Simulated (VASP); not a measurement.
Write the native input for VASP 6.6.1 that does the following.

| Property | Result |
| --- | --- |
| Task | single point |
| Functional | PBE |
| Potentials or basis | VASP PAW PBE potentials, release 64 (Ca_sv, Zr_sv, N) |
| Cutoff | 520 eV |
| k mesh | 12 × 12 × 4 |
| Occupations | gaussian, width 0.1 eV |
| Spin | no spin polarisation |
| Dipole correction | no |
| Further INCAR settings | ALGO = Normal; EDIFF = 1e-06; NBANDS = 32 |

The structure of Ca2Zr2N lies in POSCAR:

```
Ca2Zr2N
1.0
    4.4102838817      0.0000000000      0.0000000000
   -2.2051419408      3.8194178794      0.0000000000
    0.0000000000      0.0000000000      8.9516839999
Ca Zr N
2 2 1
Direct
    0.0000000000      0.0000000000      0.7651278879
    0.0000000000      0.0000000000      0.2348721121
    0.3333333333      0.6666666667      0.5000000000
    0.6666666667      0.3333333333      0.5000000000
    0.0000000000      0.0000000000      0.5000000000
```

These files were run (other wordings do the same):

INCAR

```
PREC = Accurate ; ENCUT = 520
EDIFF = 1E-6 ; ISMEAR = 0
SIGMA = 0.1 ; LREAL = F
LASPH = T ; NELM = 100
ALGO = Normal ; ISIF = 2
LWAVE = F ; LCHARG = F
GGA = PE ; NBANDS = 32
```

KPOINTS

```
regular mesh
0
Gamma
  12 12 4
```

Potentials or basis: VASP PAW PBE potentials, release 64 (Ca_sv, Zr_sv, N).

Run with:

```console
$ cat potpaw_PBE.64/Ca_sv/POTCAR potpaw_PBE.64/Zr_sv/POTCAR potpaw_PBE.64/N/POTCAR > POTCAR
$ mpirun -np 1 vasp_std > vasp.out
```

Results of the run:

| Item | Value |
| --- | --- |
| Pressure | 0.1 GPa |
| Largest force | 0.033 eV/Å |

Run time: 2.3 min on 1 thread of Intel(R) Xeon(R) 6975P-C (Granite Rapids), on a shared host, peak memory 0.46 GiB.
